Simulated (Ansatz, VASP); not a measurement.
# AlNi3: VASP beside Ansatz

The input INCAR:

```
SYSTEM = AlNi3
  PREC = Accurate
  ENCUT = 520
  EDIFF = 1E-6
  ISMEAR = 0
  SIGMA = 0.1
  LREAL = .FALSE.
  LASPH = .TRUE.
  NELM = 150
  ALGO = Fast
  ISIF = 2
  LWAVE = .FALSE.
  LCHARG = .TRUE.
  ISPIN = 2
  MAGMOM = 0 0 2 2 2 2 2 2
  LORBIT = 11
  LMAXMIX = 4
  GGA = PE
  LELF = .TRUE.
  LVHAR = .TRUE.
  NBANDS = 47
```

The input KPOINTS:

```
regular mesh
0
G
  6 6 4
  0 0 0
```

The input POSCAR:

```
AlNi3
1.0
    5.0091156652      0.0000000000      0.0000000000
   -2.5045578326      4.3380214166      0.0000000000
    0.0000000000      0.0000000000      4.0402563800
Al Ni
2 6
Direct
    0.6666666700      0.3333333300      0.2500000000
    0.3333333300      0.6666666700      0.7500000000
    0.3285200000      0.1642600000      0.7500000000
    0.8357400000      0.1642600000      0.7500000000
    0.8357400000      0.6714800000      0.7500000000
    0.6714800000      0.8357400000      0.2500000000
    0.1642600000      0.8357400000      0.2500000000
    0.1642600000      0.3285200000      0.2500000000
```

Input for Ansatz:

```yaml
crystal:
  lattice:
    - [5.0091156652, 0.0, 0.0]
    - [-2.5045578326, 4.3380214166, 0.0]
    - [0.0, 0.0, 4.04025638]
  atoms:
    - { symbol: Al, position: [0.66666667, 0.33333333, 0.25] }
    - { symbol: Al, position: [0.33333333, 0.66666667, 0.75] }
    - { symbol: Ni, position: [0.32852, 0.16426, 0.75], spin: 2.0 }
    - { symbol: Ni, position: [0.83574, 0.16426, 0.75], spin: 2.0 }
    - { symbol: Ni, position: [0.83574, 0.67148, 0.75], spin: 2.0 }
    - { symbol: Ni, position: [0.67148, 0.83574, 0.25], spin: 2.0 }
    - { symbol: Ni, position: [0.16426, 0.83574, 0.25], spin: 2.0 }
    - { symbol: Ni, position: [0.16426, 0.32852, 0.25], spin: 2.0 }
basis:
  ecutwfc: 420
kpoints:
  mp_grid: { grid: [6, 6, 4] }
hamiltonian:
  xc: pbe
scf:
  occupations: { method: gaussian, width: 0.1 }
  lower_state_search: "off"
output:
  forces: true
  stress: true
  eigenvalues: true
  populations: true
magnetization:
  spin_polarized: true
```

Alike in both runs: task single point; functional PBE; k mesh 6 × 6 × 4; occupations gaussian, width 0.1 eV; collinear spin.

|  | VASP | Ansatz |
| --- | --- | --- |
| version | VASP 6.6.1 | Ansatz 0.2.0 |
| potentials or method | VASP PAW PBE potentials, release 64 (Al, Ni), cutoff 520 eV | scalar-relativistic, plane waves, PAW |
| valence electrons in the cell | 66 | 114 |

VASP gave:

| Item | Value |
| --- | --- |
| gap on the k mesh at the Fermi level (eV) | none |
| pressure (GPa) | 6.9 |
| traceless stress, the component that is largest in VASP (GPa) | -0.42 |
| rms of the force components (eV/Å) | 0.060 |
| net moment per atom (μB) | 0.13 |
| size of the moment on the site where the two differ most (μB) | 0.18 |

Task: What did Ansatz give for the same quantities?

Result: gap on the k mesh at the Fermi level (eV): none; pressure (GPa): 6.9; traceless stress, the component that is largest in VASP (GPa): -0.35; rms of the force components (eV/Å): 0.062; net moment per atom (μB): 0.13; size of the moment on the site where the two differ most (μB): 0.19.

Site moments also hang on the region over which each program counts them. Atom by atom the forces differ by 0.001 eV/Å (rms over components). A gap of «none» marks a metal or a gap that the smearing closes. VASP's potentials hold 66 valence electrons a cell and Ansatz's 114, so a difference there can come from the potentials and not from the codes. Ansatz's warnings: seeded moment not kept.

The k mesh is coarse, so the values compare programs but aren't converged.
